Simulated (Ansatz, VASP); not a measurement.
Two plane-wave programs on KCl

```
CELL_PARAMETERS angstrom
0.00000 3.15610 3.26656
3.15610 0.00000 3.26656
3.15610 3.15610 0.00000
ATOMIC_POSITIONS crystal
K 0.00000 0.00000 0.00000
Cl 0.50000 0.50000 0.50000
```

Change from the starting cell: strain +0.0350 x Voigt [0, 0, 1, 0, 0, 0], atoms carried along.

Alike in both runs: task single point; functional PBE; k mesh 6 × 6 × 6; occupations gaussian, width 0.05 eV; no spin polarisation.

|  | VASP | Ansatz |
| --- | --- | --- |
| version | VASP 6.6.1 | Ansatz 0.2.0 |
| potentials or method | VASP PAW PBE potentials, release 64 (K_sv, Cl), cutoff 520 eV | scalar-relativistic, plane waves, PAW |
| valence electrons in the cell | 16 | 16 |

```csv
,VASP,Ansatz,Ansatz less VASP
gap on the k mesh at the Fermi level (eV),5.03,5.03,+0.002
least direct gap on the mesh (eV),5.03,5.03,+0.002
pressure (GPa),0.0,0.0,-0.01
"traceless stress, the component that is largest in VASP (GPa)",-0.64,-0.63,+0.013
```
